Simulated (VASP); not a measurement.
Wanted: the native input for a VASP 6.6.1 run.

```
Task                   : single point
Functional             : PBEsol
Potentials or basis    : VASP PAW PBE potentials, release 64 (Mg, S)
Cutoff                 : 600 eV
k mesh                 : 6 × 6 × 6
Occupations            : tetrahedron
Spin                   : no spin polarisation
Dipole correction      : no
Further INCAR settings : ALGO = Normal; EDIFF = 1e-06; NBANDS = 11
```

The structure of MgS (Niningerite) lies in POSCAR:

```
MgS
1.0
    0.0000000000      2.6015177399      2.6015177399
    2.6015177399      0.0000000000      2.6015177399
    2.6015177399      2.6015177399      0.0000000000
Mg S
1 1
Direct
    0.0000000000      0.0000000000      0.0000000000
    0.5000000000      0.5000000000      0.5000000000
```

The input as run:

INCAR

```
SYSTEM = MgS
PREC = Accurate
ENCUT = 600
EDIFF = 1E-6
ISMEAR = -5
SIGMA = 0.1
LREAL = .FALSE.
LASPH = .TRUE.
NELM = 120
ALGO = Normal
ISIF = 2
LWAVE = .FALSE.
LCHARG = .FALSE.
GGA = PS
NBANDS = 11
GGA_COMPAT = .FALSE.
```

KPOINTS

```
Automatic mesh
0
G
  6 6 6
  0 0 0
```

Potentials or basis: VASP PAW PBE potentials, release 64 (Mg, S).

Launch:

```bash
$ cat potpaw_PBE.64/Mg/POTCAR potpaw_PBE.64/S/POTCAR > POTCAR
$ mpirun -np 1 vasp_std > vasp.out
```

It gave:

```
Pressure               : -1.1 GPa
Band gap on the k mesh : 2.70 eV, indirect (least direct gap 3.59 eV)
```

Caveat: the PAW data sets were made with another functional, which shifts forces and pressure a little.

Run time: 7.6 s on 1 thread of AMD EPYC 7R13 Processor (Zen 3) (shared host), peak memory 0.13 GiB.
